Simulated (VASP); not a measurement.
A run of VASP 6.6.1 is set up as follows.

Contents of INCAR:

```
PREC = Accurate
ENCUT = 520
EDIFF = 1E-7
ISMEAR = 0
SIGMA = 0.1
LREAL = False
LASPH = True
NELM = 60
ALGO = Normal
ISIF = 2
LWAVE = False
LCHARG = True
GGA = PE
LELF = True
LVHAR = True
NBANDS = 28
```

Contents of KPOINTS:

```
Automatic mesh
0
Gamma
  6 6 6
```

File POSCAR:

```
Ge2TeO
1.0
    5.1203662600      0.0000000000      0.0000000000
   -2.5601831300      4.4343672600      0.0000000000
    0.0000000000      0.0000000000      3.7021099500
Ge Te O
2 1 1
Direct
    0.3333333300      0.6666666700      0.0000000000
    0.6666666700      0.3333333300      0.0000000000
    0.0000000000      0.0000000000      0.5000000000
    0.0000000000      0.0000000000      0.0000000000
```

Potentials or basis: VASP PAW PBE potentials, release 64 (Ge_d, Te, O).

The run is started by

```sh
$ cat potpaw_PBE.64/Ge_d/POTCAR potpaw_PBE.64/Te/POTCAR potpaw_PBE.64/O/POTCAR > POTCAR
$ mpirun -np 1 vasp_std > vasp.out
```

(1) Predict the band gap on the k mesh.

(2) What does it give for the pressure?

## Answers

(1) zero (bands 20 and 21 overlap by 2.27 eV).

(2) 10.0 GPa.

Caveat: the cell stands under pressure; spin-orbit coupling is left out, which moves the levels of the heavy elements.
